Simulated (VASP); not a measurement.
Input of a VASP 6.6.1 run:

File INCAR:

```
SYSTEM = Ge
ALGO = Normal
EDIFF = 1E-6
ENCUT = 520
GGA = PS
ISIF = 2
ISMEAR = 0
LASPH = .TRUE.
LCHARG = .FALSE.
LREAL = .FALSE.
LWAVE = .FALSE.
NBANDS = 13
NELM = 80
PREC = Accurate
SIGMA = 0.15
```

The input KPOINTS:

```
k-points
0
G
  20 20 18
  0 0 0
```

File POSCAR:

```
Ge
1.0
    1.3971490000     -2.5485056800      0.0000000000
    1.3971490000      2.5485056800      0.0000000000
    0.0000000000      0.0000000000      2.6982310000
Ge
1
Direct
    0.5000000000      0.5000000000      0.0000000000
```

Potentials or basis: VASP PAW PBE potentials, release 64 (Ge_d).

Command:

```bash
$ cat potpaw_PBE.64/Ge_d/POTCAR > POTCAR
$ mpirun -np 1 vasp_std > vasp.out
```

**Question.** What does it give for the band gap on the k mesh?

**Answer.** Zero (bands 7 and 8 overlap by 9.60 eV).

**Question.** What does it give for the pressure?

**Answer.** -3.0 GPa.

Stress tensor (GPa, compression positive):
```
-1.99  0.00  0.00
 0.00 -2.79  0.00
 0.00  0.00 -4.31
```

Caveat: the cell differs from its parent crystal (strain -0.0200 x Voigt [0, 1, 0, 0, 0, 0]); the cell stands under tension; the PAW data sets were made with another functional, which shifts forces and pressure a little.
